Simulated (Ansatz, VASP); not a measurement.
# BAs in VASP and in Ansatz

File INCAR:

```
ALGO     = Normal         # electronic algorithm
EDIFF    = 1E-6           # SCF threshold, eV
ENCUT    = 500            # plane-wave cutoff, eV
GGA_COMPAT= F            
ISIF     = 2              # what is computed and relaxed
ISMEAR   = 0              # smearing method
LASPH    = T              # aspherical terms in the spheres
LCHARG   = F              # write CHGCAR
LREAL    = F              # projectors in reciprocal space
LWAVE    = F              # write WAVECAR
NBANDS   = 11             # bands
NELM     = 120            # most SCF steps
PREC     = Accurate       # precision mode
SIGMA    = 0.01           # smearing width, eV
```

File KPOINTS:

```
k-points
0
Gamma
  10 10 10
```

File POSCAR:

```
BAs
1.0
    0.0000000000      2.3885000000      2.3885000000
    2.3885000000      0.0000000000      2.3885000000
    2.3885000000      2.3885000000      0.0000000000
As B
1 1
Direct
    0.2500000000      0.2500000000      0.2500000000
    0.0000000000      0.0000000000      0.0000000000
```

The input input.yaml:

```yaml
crystal:
  lattice: { a: 4.777, b: 4.777, c: 4.777, alpha: 90.0, beta: 90.0, gamma: 90.0 }
  space_group: 216
  reduce_to_primitive: true
  atoms:
    - { symbol: As, wyckoff: "4c", position: [0.25, 0.25, 0.25] }
    - { symbol: B, wyckoff: "4a", position: [0.0, 0.0, 0.0] }
hamiltonian:
  xc: lda
  pseudopotentials: { kind: paw, source: ansatz }
kpoints:
  mp_grid: { grid: [10, 10, 10] }
scf:
  occupations: { method: fixed }
output:
  forces: true
  stress: true
  eigenvalues: true
  polarization: {}
```

Alike in both runs: functional LDA; k mesh 10 × 10 × 10; no spin polarisation.

|  | VASP | Ansatz |
| --- | --- | --- |
| version | VASP 6.6.1 | Ansatz 0.2.0 |
| potentials or method | VASP PAW LDA potentials, release 64 (As, B) | Ansatz PAW earlier set |
| plane-wave cutoff (eV) | 500 | 710 |
| occupations | gaussian, width 0.01 eV | fixed |
| valence electrons in the cell | 8 | 18 |
| task | single point | Berry-phase polarisation |

Ansatz gave:

| Item | Value |
| --- | --- |
| gap on the k mesh at the Fermi level (eV) | 1.13 |
| least direct gap on the mesh (eV) | 3.25 |
| pressure (GPa) | -4.0 |

Problem. What did VASP give for the same quantities?

Solution. gap on the k mesh at the Fermi level (eV): 1.12; least direct gap on the mesh (eV): 3.25; pressure (GPa): -3.1.

LDA's correlation is that of Perdew and Zunger in VASP and of Perdew and Wang (1992) in Ansatz. VASP's potentials hold 8 valence electrons a cell and Ansatz's 18, so a difference there can come from the potentials and not from the codes.
